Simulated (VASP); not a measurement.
Input of a VASP 6.6.1 run:

File INCAR:

```
SYSTEM = Ba2O
ALGO = Normal
EDIFF = 1E-6
ENCUT = 520
GGA = PE
ISIF = 2
ISMEAR = -1
LASPH = .True.
LCHARG = .False.
LREAL = .False.
LWAVE = .False.
NBANDS = 20
NELM = 60
PREC = Accurate
SIGMA = 0.06122561905347299
```

Contents of KPOINTS:

```
k-points
0
Gamma
  28 28 28
  0 0 0
```

Contents of POSCAR:

```
Ba2O
1.0
    0.0000000000      3.3709919269      3.3709919269
    3.3709919269      0.0000000000      3.3709919269
    3.3709919269      3.3709919269      0.0000000000
Ba O
2 1
Direct
    0.2500000000      0.2500000000      0.2500000000
    0.7500000000      0.7500000000      0.7500000000
    0.0000000000      0.0000000000      0.0000000000
```

Potentials or basis: VASP PAW PBE potentials, release 64 (Ba_sv, O).

Run with:

```sh
$ cat potpaw_PBE.64/Ba_sv/POTCAR potpaw_PBE.64/O/POTCAR > POTCAR
$ mpirun -np 1 vasp_std > vasp.out
```

Question: Estimate the pressure.

Answer: 3.4 GPa.

Question: What does it give for the band gap on the k mesh?

Answer: Zero (bands 13 and 14 overlap by 0.68 eV).

Caveat: the cell stands under pressure; spin-orbit coupling is left out, which moves the levels of the heavy elements.
